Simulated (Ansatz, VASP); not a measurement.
Two plane-wave programs on CO2

```
CELL_PARAMETERS angstrom
-1.77590 1.77590 2.95920
1.77590 -1.77590 2.95920
1.77590 1.77590 -2.95920
ATOMIC_POSITIONS crystal
C 0.00000 0.00000 0.00000
C 0.75000 0.25000 0.50000
O 0.37500 0.33900 0.46400
O 0.66100 0.12500 0.03600
O 0.87500 0.91100 0.53600
O 0.08900 0.62500 0.96400
```

Alike in both runs: task electric field gradients; functional PBE; k mesh 13 × 13 × 13; occupations fermi-dirac, width 0.01 eV; no spin polarisation.

|  | VASP | Ansatz |
| --- | --- | --- |
| version | VASP 6.6.1 | Ansatz 0.2.0 |
| potentials or method | VASP PAW PBE potentials, release 64 (C, O) | plane-wave PAW, scalar-relativistic |
| plane-wave cutoff (eV) | 520 | 420 |
| valence electrons in the cell | 32 | 32 |

```csv
,VASP,Ansatz,Ansatz less VASP
gap on the k mesh at the Fermi level (eV),7.02,7.09,+0.067
rms of the force components (eV/Å),0.603,0.665,+0.0620
size of Vzz on the site where it differs most (V/Å²),3.2,3.5,+0.31
```

Atom by atom the forces differ by 0.062 eV/Å (rms over components).
